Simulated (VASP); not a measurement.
Here is a VASP 6.6.1 calculation.

POSCAR

```
RbBr
1.0
    4.2005781372      0.0000000000      0.0000000000
    0.0000000000      4.2005781372      0.0000000000
    0.0000000000      0.0000000000      4.2005781372
Rb Br
1 1
Direct
    0.0000000000      0.0000000000      0.0000000000
    0.5000000000      0.5000000000      0.5000000000
```

The input INCAR.step1:

```
PREC = Accurate ; ENCUT = 520
EDIFF = 1E-5 ; ISMEAR = 0
SIGMA = 0.01 ; LREAL = False
LASPH = True ; NELM = 80
ALGO = Normal ; ISIF = 2
LWAVE = True ; LCHARG = False
NBANDS = 15 ; GGA = PE
```

INCAR.step2

```
PREC = Accurate ; ENCUT = 520
EDIFF = 1E-6 ; ISMEAR = 0
SIGMA = 0.01 ; LREAL = False
LASPH = True ; NELM = 80
ALGO = Normal ; ISIF = 2
LWAVE = False ; LCHARG = False
GGA = PE ; LHFCALC = True
HFSCREEN = 0.2079 ; PRECFOCK = Normal
NBANDS = 15 ; ISTART = 1
```

KPOINTS

```
Automatic mesh
0
Gamma
  4 4 4
```

Potentials or basis: VASP PAW PBE potentials, release 64 (Rb_sv, Br).

Launch:

```console
$ cat potpaw_PBE.64/Rb_sv/POTCAR potpaw_PBE.64/Br/POTCAR > POTCAR
$ cp INCAR.step1 INCAR
$ mpirun -np 1 vasp_std > vasp.out
$ cp INCAR.step2 INCAR
$ mpirun -np 1 vasp_std > vasp.out
```

(1) What does it give for the pressure?

(2) What does it give for the band gap on the k mesh?

Answers

(1) -0.3 GPa.

(2) 5.07 eV (least direct gap 5.23 eV).

Caveat: the cell differs from its parent crystal (strain +1.8%); the structure was generated, so it needn't be the stable form of RbBr; the PAW data sets were made with another functional, which shifts forces and pressure a little.
